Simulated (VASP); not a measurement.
# Mn: relaxation of cell and atoms with PBE

Crystal: Mn.

```
Mn
1.0
     0.00000    2.97726    2.97726
     2.97726    0.00000    2.97726
     2.97726    2.97726    0.00000
Mn
2
Direct
  0.00000 0.00000 0.00000
  0.25000 0.25000 0.25000
```

This isn't the form of Mn at room conditions, which is a 58-atom cubic cell.

| Item | Value |
| --- | --- |
| Program | VASP 6.6.1 |
| Task | relaxation of cell and atoms |
| Functional | PBE |
| Potentials or basis | VASP PAW PBE potentials, release 64 (Mn_pv) |
| Cutoff | 600 eV |
| k mesh | 12 × 12 × 12 |
| Occupations | gaussian, width 0.1 eV |
| Spin | collinear spin, ferromagnetic start |
| Starting moments | [4.23, 4.23] μB |
| Dipole correction | no |
| Further INCAR settings | ALGO = Fast; EDIFF = 1e-06; IBRION = 2; EDIFFG = -0.01; NSW = 80; ISIF = 3 |

```json
{
 "Relaxed volume": "26.30 Å³/atom",
 "Relaxed cell": "a = 4.206 Å, b = 4.206 Å, c = 4.206 Å, α = 60.00°, β = 60.00°, γ = 60.00°",
 "Space group after relaxing (to 0.1 Å)": "Fd-3m (No. 227)",
 "Energy gained by relaxing": "0.0 meV/atom",
 "Ionic steps": "5",
 "Pressure after relaxing": "0.0 GPa",
 "Net moment": "8.23 μB per cell",
 "Site moments": "Mn +3.90 μB",
 "Valence electrons inside the program's atomic spheres": "Mn 11.46"
}
```

Final structure:
```xyz
2
Lattice="0.0000 2.9739 2.9739 2.9739 0.0000 2.9739 2.9739 2.9739 0.0000" Properties=species:S:1:pos:R:3 pbc="T T T"
Mn    0.0000    0.0000    0.0000
Mn    1.4870    1.4870    1.4870
```

Levels at points of the mesh, in eV from the Fermi level:
Spin up:
```
           k point  band 15  band 16  band 17  band 18  band 19  band 20
(0.00, 0.00, 0.00)    -1.95    -1.27    -1.27     7.70     7.70     7.70
(0.50, 0.00, 0.00)    -1.61    -1.35    -1.35    -0.49     5.35     5.35
(0.50, 0.50, 0.00)    -1.24    -1.24    -0.03    -0.03     2.56     2.56
```
Spin down:
```tsv
k point	band 7	band 8	band 9	band 10	band 11	band 12
(0.00, 0.00, 0.00)	-4.79	0.15	0.15	0.15	0.15	0.15
(0.50, 0.00, 0.00)	-2.25	-1.10	0.13	0.13	0.27	0.27
(0.50, 0.50, 0.00)	-0.98	-0.98	-0.37	-0.37	0.36	0.36
```

Run time: 18 min on 1 thread of AMD EPYC 7R13, on a shared host, peak memory 0.31 GiB.
